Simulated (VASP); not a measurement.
NdAgO4:

```
Nd Ag O
1.0
     0.00000    3.42439    3.42439
     3.42439    0.00000    3.42439
     3.42439    3.42439    0.00000
Nd Ag O
1 1 4
Direct
  0.25000 0.25000 0.25000
  0.00000 0.00000 0.00000
  0.12392 0.62536 0.62536
  0.62536 0.12392 0.62536
  0.62536 0.62536 0.12392
  0.62536 0.62536 0.62536
```

The cell was built from a structure type or drawn by symmetry, and may not be a known phase.

- Program: VASP 6.6.1
- Task: relaxation of cell and atoms
- Functional: PBE
- Potentials or basis: VASP PAW PBE potentials, release 64 (Nd_3, Ag, O), 4f in core
- Cutoff: 600 eV
- k mesh: 4 × 4 × 4
- Occupations: gaussian, width 0.1 eV
- Spin: no spin polarisation

At the start: pressure -11.4 GPa; volume 13.39 Å³/atom.

**Question.** Where does the relaxation end?

**Answer.** Over 5 steps the energy falls by 62.2 meV/atom and the volume is 11.91 Å³/atom (-11.0 %); space group F-43m (No. 216, to 0.1 Å) before and after.

Step by step:
| step | energy change (eV) | largest force (eV/Å) | pressure (GPa) | volume (Å³) |
| --- | --- | --- | --- | --- |
| 1 | 0.0000 | 0.2999 | -11.43 | 80.31 |
| 2 | -0.3584 | 0.0482 | 3.03 | 69.72 |
| 3 | -0.3723 | 0.1005 | 0.13 | 71.22 |
| 4 | -0.3721 | 0.1061 | -0.19 | 71.40 |
| 5 | -0.3733 | 0.0284 | -0.23 | 71.44 |

Final structure:
```cif
data_structure
_symmetry_space_group_name_H-M 'P 1'
_symmetry_Int_Tables_number 1
_cell_length_a 4.6575
_cell_length_b 4.6575
_cell_length_c 4.6575
_cell_angle_alpha 60.000
_cell_angle_beta 60.000
_cell_angle_gamma 60.000
_cell_volume 71.44
loop_
_atom_site_label
_atom_site_type_symbol
_atom_site_fract_x
_atom_site_fract_y
_atom_site_fract_z
_atom_site_occupancy
Nd1 Nd 0.25000 0.25000 0.25000 1
Ag1 Ag 0.00000 0.00000 0.00000 1
O1 O 0.12817 0.62394 0.62394 1
O2 O 0.62394 0.12817 0.62394 1
O3 O 0.62394 0.62394 0.12817 1
O4 O 0.62394 0.62394 0.62394 1
```

Caveat: the k points lie up to 0.41 Å⁻¹ apart in the final cell; the run has no spin polarisation, though such a crystal can be magnetic.
